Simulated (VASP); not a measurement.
Input of a VASP 6.6.1 run:

File INCAR:

```
SYSTEM = HfC
ALGO     = Normal         ! electronic algorithm
EDIFF    = 1E-7           ! SCF threshold, eV
ENCUT    = 520            ! plane-wave cutoff, eV
GGA      = PE             ! functional
ISIF     = 2              ! what is computed and relaxed
ISMEAR   = -1             ! smearing method
LASPH    = .True.         ! aspherical terms in the spheres
LCHARG   = .False.        ! write CHGCAR
LREAL    = .False.        ! projectors in reciprocal space
LWAVE    = .False.        ! write WAVECAR
NBANDS   = 22             ! bands
NELM     = 80             ! most SCF steps
PREC     = Accurate       ! precision mode
SIGMA    = 0.1            ! smearing width, eV
```

KPOINTS

```
k-points
0
Gamma
  10 10 6
  0 0 0
```

POSCAR

```
HfC
1.0
    3.2657993775      0.0000000000      0.0000000000
   -1.6328996887      2.8282652245      0.0000000000
    0.0000000000      0.0000000000      5.7670941362
Hf C
2 2
Direct
    0.0000000000      0.0000000000      0.0000000000
    0.0000000000      0.0000000000      0.5000000000
    0.3333333333      0.6666666667      0.2500000000
    0.6666666667      0.3333333333      0.7500000000
```

Potentials or basis: VASP PAW PBE potentials, release 64 (Hf_pv, C).

Launch:

```bash
$ cat potpaw_PBE.64/Hf_pv/POTCAR potpaw_PBE.64/C/POTCAR > POTCAR
$ mpirun -np 1 vasp_std > vasp.out
```

(1) Estimate the pressure.

(2) Predict the band gap on the k mesh.

Answers

(1) -0.7 GPa.

(2) zero (band 14 reaches 6.77 eV, above the bottom of band 15 at 5.22 eV).

Caveat: spin-orbit coupling is left out, which moves the levels of the heavy elements.
